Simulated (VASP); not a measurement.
Crystal: TiCo3.

```
CELL_PARAMETERS angstrom
3.61400 0.00000 0.00000
0.00000 3.61400 0.00000
0.00000 0.00000 3.61400
ATOMIC_POSITIONS crystal
Ti 0.00000 0.00000 0.00000
Co 0.00000 0.50000 0.50000
Co 0.50000 0.00000 0.50000
Co 0.50000 0.50000 0.00000
```

Base run:

```yaml
Program: VASP 6.6.1
Functional: PBEsol
Potentials_or_basis: VASP PAW PBE potentials, release 64 (Ti_sv, Co)
Cutoff: 520 eV
k_mesh: 12 × 12 × 12
Occupations: gaussian, width 0.1 eV
Spin: collinear spin, ferrimagnetic start
Starting_moments: "[-0.42, 1.21, 1.21, 1.21] μB"
```

Its results: pressure -15.4 GPa; net moment 0.00 μB per cell.

Task: The run is repeated on the same cell with these changes: k mesh from 12 × 12 × 12 to 2 × 2 × 2. What comes out?

Result: Pressure -16.8 GPa; net moment 0.00 μB per cell.

Caveats: some runs use coarse meshes; the PAW data sets were made with another functional, which shifts forces and pressure a little.
